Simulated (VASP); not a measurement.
The system is MnSb.

```xyz
4
Lattice="4.1500 0.0000 0.0000 -2.0750 3.5940 0.0000 0.0000 0.0000 5.7800" Properties=species:S:1:pos:R:3 pbc="T T T"
Sb    2.0750    1.1980    4.3350
Sb    0.0000    2.3960    1.4450
Mn    0.0000    0.0000    2.8900
Mn    0.0000    0.0000    0.0000
```

```yaml
Program: VASP 6.6.1
Task: relaxation of cell and atoms
Functional: PBEsol
Potentials_or_basis: VASP PAW PBE potentials, release 64 (Sb, Mn_pv)
Cutoff: 600 eV
k_mesh: 7 × 7 × 5
Occupations: fermi-dirac, width 0.05 eV
Spin: collinear spin, ferromagnetic start
Starting_moments: "[0.0, 0.0, 4.0, 4.0] μB"
```

At the start: pressure -7.1 GPa; volume 21.55 Å³/atom.

Problem. How do energy, volume and symmetry change on relaxing?

Solution. Over 8 steps the energy falls by 69.9 meV/atom and the volume is 18.78 Å³/atom (-12.9 %); space group P6_3/mmc (No. 194, to 0.05 Å); moment 5.67 μB per cell.

Step by step:
| step | energy change (eV) | largest force (eV/Å) | pressure (GPa) | volume (Å³) |
| --- | --- | --- | --- | --- |
| 1 | 0.0000 | 0.0000 | -7.11 | 86.21 |
| 2 | -0.2769 | 0.0000 | 0.29 | 74.82 |
| 3 | -0.2771 | 0.0000 | 0.04 | 75.09 |
| 4 | -0.2787 | 0.0000 | -0.05 | 75.10 |
| 5 | -0.2797 | 0.0000 | -0.13 | 75.11 |
| 6 | -0.2797 | 0.0000 | -0.09 | 75.11 |
| 7 | -0.2797 | 0.0000 | -0.09 | 75.11 |
| 8 | -0.2797 | 0.0000 | -0.06 | 75.11 |

Final structure:
```
CELL_PARAMETERS angstrom
3.99512 0.00000 0.00000
-1.99756 3.45987 0.00000
0.00000 0.00000 5.43380
ATOMIC_POSITIONS crystal
Sb 0.66667 0.33333 0.75000
Sb 0.33333 0.66667 0.25000
Mn 0.00000 0.00000 0.50000
Mn 0.00000 0.00000 0.00000
```

Caveat: the PAW data sets were made with another functional, which shifts forces and pressure a little; the volume moved by -13 % from the deposited cell, more than functionals usually miss; only a ferromagnetic start was run, and an antiferromagnetic order may lie lower in energy.
